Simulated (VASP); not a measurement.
# BN in VASP: a series of runs, part 2 of 2

VASP 6.6.1. Earlier steps stand in the parts before.

## (5) Single point, PBE+D3(BJ) (strain along x +0.050, then relaxed in part)

INCAR

```
SYSTEM = BN
ALGO = Normal
DIPOL = 0.5 0.5 0.500
EDIFF = 1E-7
ENCUT = 520
GGA = PE
IDIPOL = 3
ISIF = 2
ISMEAR = 0
IVDW = 12
LASPH = .True.
LCHARG = .False.
LDIPOL = .True.
LREAL = .False.
LWAVE = .False.
NBANDS = 11
NELM = 60
PREC = Accurate
SIGMA = 0.02
```

KPOINTS

```
k-points
0
Gamma
  12 12 1
  0 0 0
```

POSCAR

```
BN
1.0
    2.6342001691      0.0000000000      0.0000000000
   -1.3171000845      2.1726516810      0.0000000000
    0.0000000000      0.0000000000     26.0000000000
B N
1 1
Direct
    0.0012363442      0.0024726884      0.5000000000
    0.6654303224      0.3308606449      0.5000000000
```

Potentials or basis: VASP PAW PBE potentials, release 64 (B, N).

Command:

```bash
cat potpaw_PBE.64/B/POTCAR potpaw_PBE.64/N/POTCAR > POTCAR
mpirun -np 1 vasp_std > vasp.out
```

OUTCAR:

```text
SYSTEM = BN
   EDIFF = 1E-7
   ENCUT = 520
   GGA = PE
   ISIF = 2
   ISMEAR = 0
   IVDW = 12
   LASPH = .True.
   LREAL = .False.
   NELM = 60
   PREC = Accurate
 IVDW          = 12

 ion  position               nearest neighbor table
   1  0.001  0.002  0.500-   2 1.46   2 1.50   2 1.50
   2  0.665  0.331  0.500-   1 1.46   1 1.50   1 1.50

  Warning from LATTYP: Monoclinic adjustment (A1->A3, A2->A1, A3->A2)!
  LATTYP: Found a base centered orthorhombic cell.
 ALAT       =     2.6342001691
 B/A-ratio  =     1.6495721977
 C/A-ratio  =     9.8701686778

  Lattice vectors:

 A1 = (   1.3171000845,  -2.1726516810,   0.0000000000)
 A2 = (   1.3171000846,   2.1726516810,   0.0000000000)
 A3 = (   0.0000000000,   0.0000000000,  26.0000000000)

Analysis of symmetry for initial positions (statically):
=====================================================================
 Subroutine PRICEL returns:
 Original cell was already a primitive cell.

 Routine SETGRP: Setting up the symmetry group for a
 base centered orthorhombic supercell.

 Subroutine GETGRP returns: Found  4 space group operations
 (whereof  4 operations were pure point group operations)
 out of a pool of  8 trial point group operations.

The static configuration has the point symmetry C_2v.

Analysis of symmetry for dynamics (positions and initial velocities):
=====================================================================
 Subroutine PRICEL returns:
 Original cell was already a primitive cell.

 Routine SETGRP: Setting up the symmetry group for a
 base centered orthorhombic supercell.

 Subroutine GETGRP returns: Found  4 space group operations
 (whereof  4 operations were pure point group operations)
 out of a pool of  8 trial point group operations.

The dynamic configuration has the point symmetry C_2v.

 Subroutine INISYM returns: Found  4 space group operations
 (whereof  4 operations are pure point group operations),
 and found     1 'primitive' translations

----------------------------------------------------------------------------------------
[... 132 lines left out ...]

 number of electron       7.9999999 magnetization

 dipolmoment           0.000000      0.000000     -0.000000 electrons x Angstroem

 Free energy of the ion-electron system (eV)
  ---------------------------------------------------
  ext. energy  EPLUGINS =         0.00000000
  ---------------------------------------------------
  free energy    TOTEN  =       -17.49642767 eV

  energy without entropy =      -17.49642767  energy(sigma->0) =      -17.49642767

 E-fermi :  -4.7463     XC(G=0):  -1.6094

 val. band max:       -4.9035952759   @ k =   0.3333   0.3333   0.0000
 cond. band min:      -0.4058817907   @ k =   0.3333   0.3333   0.0000
 fundamental gap:      4.4977134852
 Fermi energy:        -4.7463441126

 k-point     1 :       0.0000    0.0000    0.0000
  band No.  band energies     occupation
      1     -22.1128      2.00000
      2      -9.7551      2.00000
      3      -6.5017      2.00000
      4      -6.1313      2.00000
      5      -0.1596      0.00000
      6       0.7670      0.00000
      7       1.0656      0.00000
      8       1.5234      0.00000
      9       1.7582      0.00000
     10       2.6853      0.00000
     11       2.9752      0.00000
[... 309 lines left out ...]
 k-point    24 :       0.4167    0.1667    0.0000
  band No.  band energies     occupation
      1     -19.1159      2.00000
      2     -13.2040      2.00000
      3     -10.0314      2.00000
      4      -5.4873      2.00000
      5      -0.2770      0.00000
      6       6.2605      0.00000
      7       7.6245      0.00000
      8       7.8421      0.00000
      9       8.4371      0.00000
     10       8.8264      0.00000
     11       8.9428      0.00000

 [... further k-points ...]

------------------------ aborting loop because EDIFF is reached ----------------------------------------

 vacuum level on the upper side and lower side of the slab       (xc-potential included)        -0.012        -0.012

 Edisp (eV)   -0.14667

 E8    (eV) :    -0.0471

  FORCE on cell =-STRESS in cart. coord.  units (eV):
  Direction    XX          YY          ZZ          XY          YZ          ZX
  --------------------------------------------------------------------------------------
  -------------------------------------------------------------------------------------
  Total      -4.51787    -0.95422    -0.01750    -0.00000     0.00000     0.00000
  in kB     -48.64428   -10.27417    -0.18843    -0.00000     0.00000     0.00000
  external pressure =      -19.70 kB  Pullay stress =        0.00 kB

 VOLUME and BASIS-vectors are now :
 -----------------------------------------------------------------------------
  energy-cutoff  :      520.00
  volume of cell :      148.80
      direct lattice vectors                 reciprocal lattice vectors
     2.634200169  0.000000000  0.000000000     0.379621872  0.230133530  0.000000000
    -1.317100085  2.172651681  0.000000000     0.000000000  0.460267059  0.000000000
     0.000000000  0.000000000 26.000000000     0.000000000  0.000000000  0.038461538

 POSITION                                       TOTAL-FORCE (eV/Angst)
 -----------------------------------------------------------------------------------
      0.00000      0.00537     13.00000         0.000000      0.007933      0.000000
      1.31710      0.71884     13.00000        -0.000000     -0.007933      0.000000
 -----------------------------------------------------------------------------------
    total drift:                                0.000000     -0.000090      0.000000

  FREE ENERGIE OF THE ION-ELECTRON SYSTEM (eV)
  ---------------------------------------------------
  free  energy   TOTEN  =       -17.6431009761 eV

  energy  without entropy=      -17.6431009761  energy(sigma->0) =      -17.64310098

 vacuum level on the upper side and lower side of the slab         0.991         0.991
```

stdout:

```text
POSCAR found type information on POSCAR B N
 POSCAR found :  2 types and       2 ions
 scaLAPACK will be used
 LDA part: xc-table for (Slater+PW92), standard interpolation
 POSCAR, INCAR and KPOINTS ok, starting setup
 FFT: planning ... GRIDC
 FFT: planning ... GRID_SOFT
 FFT: planning ... GRID
 WAVECAR not read
 entering main loop
```

Run time: 2 min. Hardware: 1 thread of Intel Xeon Platinum 8488C (Sapphire Rapids), shared host; peak memory 0.29 GiB.

What came out:

```
Free energy                : -17.6431 eV
Largest force              : 0.008 eV/Å
Band gap on the k mesh     : 4.50 eV
Dispersion energy per atom : -0.073 eV
```

Forces in eV/Å, atoms in the order of the input:
```
B    0.000  0.008  0.000
N    0.000 -0.008  0.000
```

Caveat: the cell differs from its parent crystal (strain along x +0.050, then relaxed in part).

## (6) Single point, PBE+D3(BJ) (strain along y +0.050, then relaxed in part)

INCAR

```
SYSTEM = BN
  ALGO = Normal
  DIPOL = 0.5 0.5 0.500
  EDIFF = 1E-7
  ENCUT = 520
  GGA = PE
  IDIPOL = 3
  ISIF = 2
  ISMEAR = 0
  IVDW = 12
  LASPH = .TRUE.
  LCHARG = .TRUE.
  LDIPOL = .TRUE.
  LELF = .TRUE.
  LREAL = .FALSE.
  LVACPOTAV = .TRUE.
  LVHAR = .TRUE.
  LWAVE = .FALSE.
  NBANDS = 11
  NELM = 100
  PREC = Accurate
  SIGMA = 0.02
```

KPOINTS

```
k-points
0
G
  12 12 1
  0 0 0
```

POSCAR

```
BN
1.0
    2.5087620658      0.0000000000      0.0000000000
   -1.2543810329      2.2812842651      0.0000000000
    0.0000000000      0.0000000000     26.0000000000
B N
1 1
Direct
   -0.0009412000     -0.0018823999      0.5000000000
    0.6676078666      0.3352157332      0.5000000000
```

Potentials or basis: VASP PAW PBE potentials, release 64 (B, N).

Command:

```bash
cat potpaw_PBE.64/B/POTCAR potpaw_PBE.64/N/POTCAR > POTCAR
mpirun -np 1 vasp_std > vasp.out
```

OUTCAR:

```text
SYSTEM = BN
   EDIFF = 1E-7
   ENCUT = 520
   GGA = PE
   ISIF = 2
   ISMEAR = 0
   IVDW = 12
   LASPH = .TRUE.
   LREAL = .FALSE.
   NELM = 100
   PREC = Accurate
 IVDW          = 12

 ion  position               nearest neighbor table
   1  0.999  0.998  0.500-   2 1.47   2 1.47   2 1.51
   2  0.668  0.335  0.500-   1 1.47   1 1.47   1 1.51

  LATTYP: Found a base centered orthorhombic cell.
 ALAT       =     2.5087620658
 B/A-ratio  =     1.8186533480
 C/A-ratio  =    10.3636771117

  Lattice vectors:

 A1 = (   1.2543810329,  -2.2812842651,   0.0000000000)
 A2 = (   1.2543810329,   2.2812842651,   0.0000000000)
 A3 = (   0.0000000000,   0.0000000000,  26.0000000000)

Analysis of symmetry for initial positions (statically):
=====================================================================
 Subroutine PRICEL returns:
 Original cell was already a primitive cell.

 Routine SETGRP: Setting up the symmetry group for a
 base centered orthorhombic supercell.

 Subroutine GETGRP returns: Found  4 space group operations
 (whereof  4 operations were pure point group operations)
 out of a pool of  8 trial point group operations.

[... 184 lines left out ...]
     10       2.6852      0.00000
     11       2.9711      0.00000
[... 309 lines left out ...]
 k-point    24 :       0.4167    0.1667    0.0000
  band No.  band energies     occupation
      1     -18.9540      2.00000
      2     -13.0962      2.00000
      3     -10.3825      2.00000
      4      -5.2962      2.00000
      5      -0.2057      0.00000
      6       5.5412      0.00000
      7       7.8532      0.00000
      8       7.8863      0.00000
      9       8.5707      0.00000
     10       9.1362      0.00000
     11       9.2773      0.00000

 [... further k-points ...]

------------------------ aborting loop because EDIFF is reached ----------------------------------------

 vacuum level on the upper side and lower side of the slab       (xc-potential included)        -0.091        -0.091

 Edisp (eV)   -0.14667

 E8    (eV) :    -0.0471

  FORCE on cell =-STRESS in cart. coord.  units (eV):
  Direction    XX          YY          ZZ          XY          YZ          ZX
  --------------------------------------------------------------------------------------
  -------------------------------------------------------------------------------------
  Total      -0.88007    -4.58094    -0.01754     0.00000     0.00000     0.00000
  in kB      -9.47577   -49.32342    -0.18884     0.00000     0.00000     0.00000
  external pressure =      -19.66 kB  Pullay stress =        0.00 kB

 VOLUME and BASIS-vectors are now :
 -----------------------------------------------------------------------------
  energy-cutoff  :      520.00
  volume of cell :      148.80
      direct lattice vectors                 reciprocal lattice vectors
     2.508762066  0.000000000  0.000000000     0.398602966  0.219174790  0.000000000
    -1.254381033  2.281284265  0.000000000     0.000000000  0.438349580  0.000000000
     0.000000000  0.000000000 26.000000000     0.000000000  0.000000000  0.038461538

 POSITION                                       TOTAL-FORCE (eV/Angst)
 -----------------------------------------------------------------------------------
      1.25438      2.27699     13.00000         0.000000     -0.003136      0.000000
      1.25438      0.76472     13.00000         0.000000      0.003136      0.000000
 -----------------------------------------------------------------------------------
    total drift:                                0.000000     -0.000230     -0.000000

  FREE ENERGIE OF THE ION-ELECTRON SYSTEM (eV)
  ---------------------------------------------------
  free  energy   TOTEN  =       -17.6419543159 eV

  energy  without entropy=      -17.6419543159  energy(sigma->0) =      -17.64195432

 vacuum level on the upper side and lower side of the slab         1.006         1.006
```

It took 2.1 min on 1 thread of Intel Xeon Platinum 8488C (Sapphire Rapids), shared host; peak memory 0.29 GiB.

What came out:

- Free energy: -17.6420 eV
- Largest force: 0.003 eV/Å
- Band gap on the k mesh: 4.50 eV
- Dispersion energy per atom: -0.073 eV
- Ionisation potential of the upper face: 5.91 eV

Forces in eV/Å, atoms in the order of the input:
```
B    0.000 -0.003  0.000
N    0.000  0.003  0.000
```

Levels at points of the mesh, in eV from the valence-band top:
```csv
k point,band 1,band 2,band 3,band 4,band 5,band 6,band 7,band 8,band 9
"(0.00, 0.00, 0.00)",-17.21,-4.85,-1.63,-1.19,4.74,5.67,5.97,6.43,6.66
"(0.50, 0.00, 0.00)",-14.24,-8.51,-4.24,-0.70,4.71,8.55,12.32,12.77,12.95
"(0.00, 0.50, 0.00)",-14.57,-8.69,-3.50,-1.07,4.50,9.79,11.85,12.36,12.55
```

Caveat: the cell differs from its parent crystal (strain along y +0.050, then relaxed in part).

## (7) Overview

```tsv
cell	gap on the mesh (eV)	largest force (eV/Å)
a = 2.509, b = 2.471, c = 26.000 Å, angles 90.0, 90.0, 120.5°, 2 atoms, atomic positions A	4.65	0.01
a = 2.559, b = 2.521, c = 26.000 Å, angles 90.0, 90.0, 120.5°, 2 atoms, atomic positions A	4.60	-
a = 2.509, b = 2.546, c = 26.000 Å, angles 90.0, 90.0, 119.5°, 2 atoms, atomic positions A	4.60	0.01
a = 2.634, b = 2.541, c = 26.000 Å, angles 90.0, 90.0, 121.2°, 2 atoms, atomic positions A	4.50	0.01
a = 2.509, b = 2.603, c = 26.000 Å, angles 90.0, 90.0, 118.8°, 2 atoms, atomic positions B	4.50	-
```

Alike in all rows: task single point; level PBE+D3(BJ); potentials or basis VASP PAW PBE potentials, release 64 (B, N); no spin polarisation; k mesh 12 × 12 × 1; cutoff (eV) 520; smearing gaussian 0.02 eV.

Absolute energies hang on the potentials; compare differences alone.
